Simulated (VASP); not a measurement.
Runs of VASP 6.6.1 on ZrSi2. The structure is that of space group Cmcm (No. 63), or close to it. The cells are those of the table. 

| cell | gap on the mesh (eV) | pressure (GPa) | largest force (eV/Å) |
| --- | --- | --- | --- |
| a = 7.091, b = 7.091, c = 3.549 Å, angles 90.0, 90.0, 150.9°, 6 atoms | none | 25.1 | 0.01 |
| a = 6.755, b = 6.755, c = 3.464 Å, angles 90.0, 90.0, 150.2°, 6 atoms | none | (a) | 0.01 |
| a = 7.623, b = 7.623, c = 3.679 Å, angles 90.0, 90.0, 151.9°, 6 atoms | none | 0.0 | 0.01 |
| a = 7.333, b = 7.333, c = 3.606 Å, angles 90.0, 90.0, 151.4°, 6 atoms | none | 12.0 | 0.01 |

Alike in all rows: task single point; level PBE; potentials or basis VASP PAW PBE potentials, release 64 (Zr_sv, Si); no spin polarisation; k mesh 10 × 10 × 10; cutoff (eV) 520; smearing gaussian 0.1 eV.

**Question.** Fill in the values left out.

**Answer.** (a) 50.1.

A k mesh can miss the band edges, and the runs leave out spin-orbit coupling on Zr.

A gap of «none» marks levels without a gap at the run's occupations.
